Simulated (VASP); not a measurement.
# SrO (Fm-3m) in VASP: further runs

The runs below take SrO through single point, with RPBE.

Everything below comes from runs of VASP 6.6.1. Logs are shortened: lines on timing, memory, paths and dates and some standing lists are left out, and cuts for length are marked.

### 1 The cell of the first run

The structure is cubic, space group Fm-3m (No. 225). Conventional cell: a = 5.133 Å, b = 5.133 Å, c = 5.133 Å, α = 90.00°, β = 90.00°, γ = 90.00°. Sr (site symmetry m-3m) has 6 O at 2.57 Å within 3.4 Å. Within 3.4 Å of O (site symmetry m-3m) lie 6 Sr at 2.57 Å.

### 2 Single point, RPBE

INCAR reads:

```
SYSTEM = SrO
PREC = Accurate
ENCUT = 520
EDIFF = 1E-6
ISMEAR = 0
SIGMA = 0.01
LREAL = .False.
LASPH = .True.
NELM = 100
ALGO = Normal
ISIF = 2
LWAVE = .False.
LCHARG = .True.
GGA = RP
LELF = .True.
LVHAR = .True.
NBANDS = 15
```

KPOINTS reads:

```
Automatic mesh
0
Gamma
  3 3 3
  0 0 0
```

POSCAR reads:

```
SrO
1.0
    0.0000000000      2.5663000000      2.5663000000
    2.5663000000      0.0000000000      2.5663000000
    2.5663000000      2.5663000000      0.0000000000
Sr O
1 1
Direct
    0.5000000000      0.5000000000      0.5000000000
    0.0000000000      0.0000000000      0.0000000000
```

Potentials or basis: VASP PAW PBE potentials, release 64 (Sr_sv, O).

Started as:

```
cat potpaw_PBE.64/Sr_sv/POTCAR potpaw_PBE.64/O/POTCAR > POTCAR
mpirun -np 1 vasp_std > vasp.out
```

OUTCAR:

```text
SYSTEM = SrO
   PREC = Accurate
   ENCUT = 520
   EDIFF = 1E-6
   ISMEAR = 0
   LREAL = .False.
   LASPH = .True.
   NELM = 100
   ISIF = 2
   GGA = RP

 ion  position               nearest neighbor table
   1  0.500  0.500  0.500-   2 2.57   2 2.57   2 2.57   2 2.57   2 2.57   2 2.57
   2  0.000  0.000  0.000-   1 2.57   1 2.57   1 2.57   1 2.57   1 2.57   1 2.57

  LATTYP: Found a face centered cubic cell.
 ALAT       =     5.1326000000

  Lattice vectors:

 A1 = (   0.0000000000,   2.5663000000,   2.5663000000)
 A2 = (   2.5663000000,   0.0000000000,   2.5663000000)
 A3 = (   2.5663000000,   2.5663000000,   0.0000000000)

Analysis of symmetry for initial positions (statically):
=====================================================================
 Subroutine PRICEL returns:
 Original cell was already a primitive cell.

 Routine SETGRP: Setting up the symmetry group for a
 face centered cubic supercell.

 Subroutine GETGRP returns: Found 48 space group operations
 (whereof 48 operations were pure point group operations)
 out of a pool of 48 trial point group operations.

The static configuration has the point symmetry O_h .

Analysis of symmetry for dynamics (positions and initial velocities):
=====================================================================
 Subroutine PRICEL returns:
 Original cell was already a primitive cell.

 Routine SETGRP: Setting up the symmetry group for a
 face centered cubic supercell.

 Subroutine GETGRP returns: Found 48 space group operations
 (whereof 48 operations were pure point group operations)
 out of a pool of 48 trial point group operations.

The dynamic configuration has the point symmetry O_h .

 Subroutine INISYM returns: Found 48 space group operations
 (whereof 48 operations are pure point group operations),
 and found     1 'primitive' translations

----------------------------------------------------------------------------------------

                                     Primitive cell

  volume of cell :      33.8028

  direct lattice vectors                    reciprocal lattice vectors
     0.000000000  2.566300000  2.566300000    -0.194833028  0.194833028  0.194833028
     2.566300000  0.000000000  2.566300000     0.194833028 -0.194833028  0.194833028
     2.566300000  2.566300000  0.000000000     0.194833028  0.194833028 -0.194833028

  length of vectors
     3.629296265  3.629296265  3.629296265     0.337460704  0.337460704  0.337460704

  position of ions in fractional coordinates (direct lattice)
     0.500000000  0.500000000  0.500000000
     0.000000000  0.000000000  0.000000000

  ion indices of the primitive-cell ions
   primitive index   ion index
                 1           1
                 2           2

----------------------------------------------------------------------------------------

 KPOINTS: Automatic mesh

Automatic generation of k-mesh.
 Grid dimensions read from file:
 generate k-points for:    3    3    3

 Generating k-lattice:

  Cartesian coordinates                     Fractional coordinates (reciprocal lattice)
    -0.064944343  0.064944343  0.064944343     0.333333333  0.000000000  0.000000000
     0.064944343 -0.064944343  0.064944343     0.000000000  0.333333333  0.000000000
     0.064944343  0.064944343 -0.064944343     0.000000000  0.000000000  0.333333333

  Length of vectors
     0.112486901  0.112486901  0.112486901

  Shift w.r.t. Gamma in fractional coordinates (k-lattice)
     0.000000000  0.000000000  0.000000000

 Subroutine IBZKPT returns following result:
 ===========================================

 Found      4 irreducible k-points:

 Following reciprocal coordinates:
            Coordinates               Weight
  0.000000  0.000000  0.000000      1.000000
  0.333333  0.000000  0.000000      8.000000
  0.333333  0.333333  0.000000      6.000000
 -0.333333  0.333333  0.000000     12.000000
   k-points           NKPTS =      4   k-points in BZ     NKDIM =      4   number of bands    NBANDS=     15
   number of dos      NEDOS =    301   number of ions     NIONS =      2
   total plane-waves  NPLWV =  21952
   dimension x,y,z NGX =    28 NGY =   28 NGZ =   28
   dimension x,y,z NGXF=    56 NGYF=   56 NGZF=   56
   ions per type =               1   1
   NGX,Y,Z   is equivalent  to a cutoff of  12.83, 12.83, 12.83 a.u.
   NGXF,Y,Z  is equivalent  to a cutoff of  25.65, 25.65, 25.65 a.u.
 SYSTEM =  SrO
   PREC   = accura    normal or accurate (medium, high low for compatibility)
   ISTART =      0    job   : 0-new  1-cont  2-samecut
   ICHARG =      2    charge: 1-file 2-atom 10-const
   ISPIN  =      1    spin polarized calculation?
   LNONCOLLINEAR =      F non collinear calculations
   LSORBIT =      F    spin-orbit coupling
   LASPH  =      T    aspherical Exc in radial PAW
   ENCUT  =  520.0 eV  38.22 Ry    6.18 a.u.   6.75  6.75  6.75*2*pi/ulx,y,z
   NELM   =    100;   NELMIN=  2; NELMDL= -5     # of ELM steps
   EDIFF  = 0.1E-05   stopping-criterion for ELM
   LREAL  =      F    real-space projection
   EDIFFG = 0.1E-04   stopping-criterion for IOM
   NSW    =      0    number of steps for IOM
   IBRION =     -1    ionic relax: 0-MD 1-quasi-New 2-CG
   NFREE  =      0    steps in history (QN), initial steepest desc. (CG)
   ISIF   =      2    stress and relaxation
   ISYM   =      2    0-nonsym 1-usesym 2-fastsym
   POTIM  = 0.5000    time-step for ionic-motion
   TEBEG  =    0.0;   TEEND  =   0.0 temperature during run
   PSTRESS=    0.0 pullay stress
   NELECT =      16.0000    total number of electrons
   NUPDOWN=      -1.0000    fix difference up-down
   EMIN   =  10.00;   EMAX   =-10.00  energy-range for DOS
   EFERMI =   0.00;   METHOD = LEGACY
   ISMEAR =     0;   SIGMA  =   0.01  broadening in eV -4-tet -1-fermi 0-gaus
   EFERMI_NEDOS =   21; number of points for ismear=-14 and -15
   IALGO  =     38    algorithm
   IMIX   =      4    mixing-type and parameters
     AMIX     =   0.40;   BMIX     =  1.00
     AMIX_MAG =   1.60;   BMIX_MAG =  1.00
  volume/ion in A,a.u.               =      16.90       114.06
  Fermi-wavevector in a.u.,A,eV,Ry     =   1.275843  2.410995 22.147245  1.627777
  Thomas-Fermi vector in A             =   2.408533
   LORBIT       =      0    0 simple, 1 ext, 2 COOP (PROOUT), +10 PAW based schemes
   GGA     = RP    functional components
   LHFCALC =     F    Hartree Fock is set to
   AEXX    =    0.0000 exact exchange contribution
   IVDW    =     0    specifies the selected vdW correction
   LEPSILON=     F    determine dielectric tensor
   LRPA    =     F    only Hartree local field effects (RPA)
 non-spin polarized calculation
 Gauss-broadening in eV      SIGMA  =   0.01
  energy-cutoff  :      520.00
  volume of cell :       33.80
 maximum number of plane-waves:       941
   NGX = 13   NGY = 13   NGZ = 13

 number of electron      15.9999996 magnetization

 Free energy of the ion-electron system (eV)
  ---------------------------------------------------
  ext. energy  EPLUGINS =         0.00000000
  ---------------------------------------------------
  free energy    TOTEN  =       -11.30760548 eV

  energy without entropy =      -11.30760548  energy(sigma->0) =      -11.30760548

 E-fermi :   2.0427     XC(G=0):  -9.7927

 val. band max:        1.9036418668   @ k =   0.0000   0.0000   0.0000
 cond. band min:       5.7622011987   @ k =   0.3333   0.3333   0.0000
 fundamental gap:      3.8585593319
 Fermi energy:         2.0427340527

 k-point     1 :       0.0000    0.0000    0.0000
  band No.  band energies     occupation
      1     -30.6056      2.00000
      2     -13.2860      2.00000
      3     -12.2469      2.00000
      4     -12.2469      2.00000
      5     -12.2469      2.00000
      6       1.9036      2.00000
      7       1.9036      2.00000
      8       1.9036      2.00000
      9       6.0865      0.00000
     10       8.1540      0.00000
     11       8.1540      0.00000
     12       8.1540      0.00000
     13      10.2748      0.00000
     14      10.2748      0.00000
     15      14.8476      0.00000

 k-point     2 :       0.3333    0.0000    0.0000
  band No.  band energies     occupation
      1     -30.5019      2.00000
      2     -14.5496      2.00000
      3     -12.3074      2.00000
      4     -12.3074      2.00000
      5     -11.2327      2.00000
      6       0.1805      2.00000
      7       1.0062      2.00000
      8       1.0062      2.00000
      9       8.1833      0.00000
     10       9.3712      0.00000
     11       9.9709      0.00000
     12       9.9709      0.00000
     13      12.5495      0.00000
     14      12.5495      0.00000
     15      17.8866      0.00000

 k-point     3 :       0.3333    0.3333    0.0000
  band No.  band energies     occupation
      1     -30.4708      2.00000
      2     -13.9930      2.00000
      3     -12.5199      2.00000
      4     -12.5199      2.00000
      5     -12.0651      2.00000
      6       0.7933      2.00000
      7       1.7690      2.00000
      8       1.7690      2.00000
      9       5.7622      0.00000
     10       8.8730      0.00000
     11      11.5066      0.00000
     12      11.6322      0.00000
     13      11.6322      0.00000
     14      12.5672      0.00000
     15      18.6935      0.00000

 k-point     4 :      -0.3333    0.3333    0.0000
  band No.  band energies     occupation
      1     -30.4353      2.00000
      2     -14.2771      2.00000
      3     -12.9247      2.00000
      4     -12.4476      2.00000
      5     -11.5808      2.00000
      6       0.5954      2.00000
      7       1.0929      2.00000
      8       1.4255      2.00000
      9       7.6776      0.00000
     10       9.2001      0.00000
     11      10.8980      0.00000
     12      11.4609      0.00000
     13      13.2175      0.00000
     14      14.9037      0.00000
     15      17.0313      0.00000

------------------------ aborting loop because EDIFF is reached ----------------------------------------

  FORCE on cell =-STRESS in cart. coord.  units (eV):
  Direction    XX          YY          ZZ          XY          YZ          ZX
  --------------------------------------------------------------------------------------
  -------------------------------------------------------------------------------------
  Total        1.5130818      1.5130818      1.5130818     -0.0000000      0.0000000     -0.0000000
  in kB       71.7167705     71.7167705     71.7167705     -0.0000000      0.0000000     -0.0000000
  external PRESSURE =      71.7167705 kB  Pullay stress =       0.0000000 kB

 VOLUME and BASIS-vectors are now :
 -----------------------------------------------------------------------------
  energy-cutoff  :      520.00
  volume of cell :       33.80
      direct lattice vectors                 reciprocal lattice vectors
     0.000000000  2.566300000  2.566300000    -0.194833028  0.194833028  0.194833028
     2.566300000  0.000000000  2.566300000     0.194833028 -0.194833028  0.194833028
     2.566300000  2.566300000  0.000000000     0.194833028  0.194833028 -0.194833028

 POSITION                                       TOTAL-FORCE (eV/Angst)
 -----------------------------------------------------------------------------------
      2.56630      2.56630      2.56630         0.000000      0.000000     -0.000000
      0.00000      0.00000      0.00000         0.000000      0.000000      0.000000
 -----------------------------------------------------------------------------------
    total drift:                                0.000000      0.000000      0.000000

  FREE ENERGIE OF THE ION-ELECTRON SYSTEM (eV)
  ---------------------------------------------------
  free  energy   TOTEN  =       -11.3076054791 eV

  energy  without entropy=      -11.3076054791  energy(sigma->0) =      -11.30760548
```

It took 11 s on 1 thread of Intel Xeon 8259CL, shared host; peak memory 0.15 GiB.

Results:

| Item | Value |
| --- | --- |
| Free energy | -11.3076 eV |
| Pressure | 7.2 GPa |
| Band gap on the k mesh | 3.86 eV, indirect (least direct gap 3.99 eV) |

Caveat: the k points lie up to 0.71 Å⁻¹ apart; the PAW data sets were made with another functional, which shifts forces and pressure a little. As with any semilocal functional, this RPBE gap is likely too small.

### 3 Single point, RPBE

INCAR reads:

```
PREC = Accurate ; ENCUT = 520
EDIFF = 1E-6 ; ISMEAR = 0
SIGMA = 0.01 ; LREAL = F
LASPH = T ; NELM = 60
ALGO = Normal ; ISIF = 2
LWAVE = F ; LCHARG = F
GGA = RP ; NBANDS = 15
```

KPOINTS reads:

```
regular mesh
0
Gamma
  4 4 4
```

POSCAR is that of step 2.

Potentials or basis: VASP PAW PBE potentials, release 64 (Sr_sv, O).

Started as:

```
cat potpaw_PBE.64/Sr_sv/POTCAR potpaw_PBE.64/O/POTCAR > POTCAR
mpirun -np 1 vasp_std > vasp.out
```

It took 12 s on 1 thread of Intel Xeon 8259CL, shared host; peak memory 0.15 GiB.

The run converged. Its results:

| Quantity | Value |
| --- | --- |
| Free energy | -11.3278 eV |
| Pressure | 7.0 GPa |
| Band gap on the k mesh | 3.37 eV, indirect (least direct gap 3.46 eV) |

Levels at points of the mesh, in eV from the valence-band top:
| k point | band 6 | band 7 | band 8 | band 9 | band 10 | band 11 |
| --- | --- | --- | --- | --- | --- | --- |
| (0.00, 0.00, 0.00) | 0.00 | 0.00 | 0.00 | 4.20 | 6.28 | 6.28 |
| (0.50, 0.00, 0.00) | -2.13 | -1.14 | -1.14 | 6.66 | 8.66 | 8.90 |
| (0.50, 0.50, 0.00) | -0.42 | -0.09 | -0.09 | 3.37 | 7.88 | 10.17 |

Caveat: the k points lie up to 0.53 Å⁻¹ apart; the PAW data sets were made with another functional, which shifts forces and pressure a little. A hybrid or GW would open this gap; RPBE tends to underestimate it.

### 4 Single point, RPBE

INCAR reads:

```
PREC     = Accurate       # precision mode
ENCUT    = 520            # plane-wave cutoff, eV
EDIFF    = 1E-7           # SCF threshold, eV
ISMEAR   = 0              # smearing method
SIGMA    = 0.01           # smearing width, eV
LREAL    = F              # projectors in reciprocal space
LASPH    = T              # aspherical terms in the spheres
NELM     = 60             # most SCF steps
ALGO     = Normal         # electronic algorithm
ISIF     = 2              # what is computed and relaxed
LWAVE    = F              # write WAVECAR
LCHARG   = F              # write CHGCAR
GGA      = RP             # functional
NBANDS   = 15             # bands
```

KPOINTS reads:

```
regular mesh
0
Gamma
  5 5 5
```

POSCAR is that of step 3.

Started as:

```
cat potpaw_PBE.64/Sr_sv/POTCAR potpaw_PBE.64/O/POTCAR > POTCAR
mpirun -np 1 vasp_std > vasp.out
```

It took 14 s on 1 thread of Intel Xeon 8259CL, shared host; peak memory 0.15 GiB.

The run converged. Its results:

```
Free energy            : -11.3306 eV
Pressure               : 7.0 GPa
Band gap on the k mesh : 3.56 eV, indirect (least direct gap 3.67 eV)
```

Levels at points of the mesh, in eV from the valence-band top:
| k point | band 5 | band 6 | band 7 | band 8 | band 9 | band 10 | band 11 | band 12 |
| --- | --- | --- | --- | --- | --- | --- | --- | --- |
| (0.00, 0.00, 0.00) | -14.11 | 0.00 | 0.00 | 0.00 | 4.20 | 6.28 | 6.28 | 6.28 |

Caveat: the k points lie up to 0.42 Å⁻¹ apart; the PAW data sets were made with another functional, which shifts forces and pressure a little.

### 5 Single point, RPBE

INCAR reads:

```
PREC = Accurate
ENCUT = 520
EDIFF = 1E-6
ISMEAR = 0
SIGMA = 0.01
LREAL = F
LASPH = T
NELM = 100
ALGO = Normal
ISIF = 2
LWAVE = F
LCHARG = F
GGA = RP
NBANDS = 15
```

KPOINTS reads:

```
Automatic mesh
0
Gamma
  6 6 6
```

POSCAR is that of step 4.

Started as:

```
cat potpaw_PBE.64/Sr_sv/POTCAR potpaw_PBE.64/O/POTCAR > POTCAR
mpirun -np 1 vasp_std > vasp.out
```

Wall time 19 s (1 thread of Intel Xeon 8259CL, shared host); peak memory 0.16 GiB.

It converged, with:

| Item | Value |
| --- | --- |
| Free energy | -11.3309 eV |
| Pressure | 7.0 GPa |
| Band gap on the k mesh | 3.38 eV, indirect (least direct gap 3.46 eV) |

Levels at points of the mesh, in eV from the valence-band top:
```csv
k point,band 5,band 6,band 7,band 8,band 9,band 10,band 11,band 12
"(0.00, 0.00, 0.00)",-14.11,0.00,0.00,0.00,4.20,6.28,6.28,6.28
"(0.50, 0.00, 0.00)",-12.93,-2.13,-1.14,-1.14,6.66,8.67,8.90,8.90
"(0.50, 0.50, 0.00)",-14.47,-0.42,-0.08,-0.08,3.38,7.89,10.17,10.61
```

Caveat: the PAW data sets were made with another functional, which shifts forces and pressure a little.

### 6 Summary

| k mesh | gap on the mesh (eV) | pressure (GPa) |
| --- | --- | --- |
| 3 × 3 × 3 | 3.86 | 7.2 |
| 4 × 4 × 4 | 3.37 | 7.0 |
| 5 × 5 × 5 | 3.56 | 7.0 |
| 6 × 6 × 6 | 3.38 | 7.0 |

Alike in all rows: task single point; level RPBE; potentials or basis VASP PAW PBE potentials, release 64 (Sr_sv, O); no spin polarisation; cell as given; cutoff (eV) 520; smearing gaussian 0.01 eV.

Caveats: some runs use coarse meshes; the PAW data sets were made with another functional, which shifts forces and pressure a little.

Total energies depend on the potentials used, so only differences within one code and one set of settings carry meaning.
